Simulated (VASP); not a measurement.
Here is a VASP 6.6.1 calculation.

Contents of INCAR:

```
SYSTEM = PtSe2
PREC     = Accurate       ! precision mode
ENCUT    = 520            ! plane-wave cutoff, eV
EDIFF    = 1E-6           ! SCF threshold, eV
ISMEAR   = -1             ! smearing method
SIGMA    = 0.05           ! smearing width, eV
LREAL    = .False.        ! projectors in reciprocal space
LASPH    = .True.         ! aspherical terms in the spheres
NELM     = 60             ! most SCF steps
ALGO     = Normal         ! electronic algorithm
ISIF     = 2              ! what is computed and relaxed
LWAVE    = .False.        ! write WAVECAR
LCHARG   = .True.         ! write CHGCAR
GGA      = PS             ! functional
LELF     = .True.         ! ELF
LVHAR    = .True.       
NBANDS   = 31             ! bands
```

The input KPOINTS:

```
Automatic mesh
0
Gamma
  6 6 4
  0 0 0
```

File POSCAR:

```
PtSe2
1.0
    3.7607208606      0.0000689037     -0.0007740959
   -3.7605558923      6.5094085153      0.0001334360
   -0.0008077462     -0.0004706426      4.8691303116
Pt Se
2 4
Direct
   -0.0175522769      0.0055147665      0.0160005377
   -0.0175362724      0.5055111813      0.0161541140
    0.3159453568      0.3389028811      0.2766802720
    0.6488926860      0.1720732298      0.7555022424
    0.3160691435      0.8390356197      0.2766034697
    0.6489179339      0.6720382348      0.7555089295
```

Potentials or basis: VASP PAW PBE potentials, release 64 (Pt, Se).

Run with:

```console
$ cat potpaw_PBE.64/Pt/POTCAR potpaw_PBE.64/Se/POTCAR > POTCAR
$ mpirun -np 1 vasp_std > vasp.out
```

Estimate the pressure.

0.1 GPa.

Predict the band gap on the k mesh.

zero (bands 22 and 23 overlap by 0.57 eV).

What does it give for the largest force?

0.017 eV/Å.

Forces in eV/Å, atoms in the order of the input:
```
Pt   0.000  0.000  0.002
Pt   0.000  0.000 -0.003
Se   0.000  0.003  0.015
Se   0.000  0.000 -0.017
Se   0.001 -0.003  0.017
Se  -0.002 -0.001 -0.015
```

Caveat: the PAW data sets were made with another functional, which shifts forces and pressure a little; spin-orbit coupling is left out, which moves the levels of the heavy elements.
